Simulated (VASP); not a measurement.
The system is Cs3AsAu.

```
Cs As Au
1.0
     6.06798    0.00000    0.00000
     0.00000    6.06798    0.00000
     0.00000    0.00000    6.06798
Cs As Au
3 1 1
Direct
  0.50000 0.00000 0.00000
  0.00000 0.50000 0.00000
  0.00000 0.00000 0.50000
  0.00000 0.00000 0.00000
  0.50000 0.50000 0.50000
```

The cell was generated, and may not be a known phase.

```yaml
Program: VASP 6.6.1
Task: relaxation of cell and atoms
Functional: PBE
Potentials_or_basis: VASP PAW PBE potentials, release 64 (Cs_sv, As_d, Au_sv_GW)
Cutoff: 600 eV
k_mesh: 4 × 4 × 4
Occupations: gaussian, width 0.1 eV
Spin: no spin polarisation
```

At the start: pressure 5.9 GPa; volume 44.68 Å³/atom.

**Question.** Where does the relaxation end?

**Answer.** Over 4 steps the energy falls by 268.5 meV/atom and the volume is 63.66 Å³/atom (+42.5 %); space group Pm-3m (No. 221, to 0.1 Å) before and after.

The path:
```tsv
step	energy change (eV)	largest force (eV/Å)	pressure (GPa)	volume (Å³)
1	0.0000	0.0000	5.85	223.42
2	-1.1856	0.0000	1.42	280.45
3	-1.3308	0.0000	0.33	308.27
4	-1.3424	0.0000	0.05	318.29
```

Final structure:
```yaml
crystal:
  lattice:
    - [6.82770, 0.00000, 0.00000]
    - [0.00000, 6.82770, 0.00000]
    - [0.00000, 0.00000, 6.82770]
  atoms:
    - { symbol: Cs, position: [0.50000, 0.00000, 0.00000] }
    - { symbol: Cs, position: [0.00000, 0.50000, 0.00000] }
    - { symbol: Cs, position: [0.00000, 0.00000, 0.50000] }
    - { symbol: As, position: [0.00000, 0.00000, 0.00000] }
    - { symbol: Au, position: [0.50000, 0.50000, 0.50000] }
```

Caveat: the volume moved by over 15 % at a fixed basis, so the end points are rough.
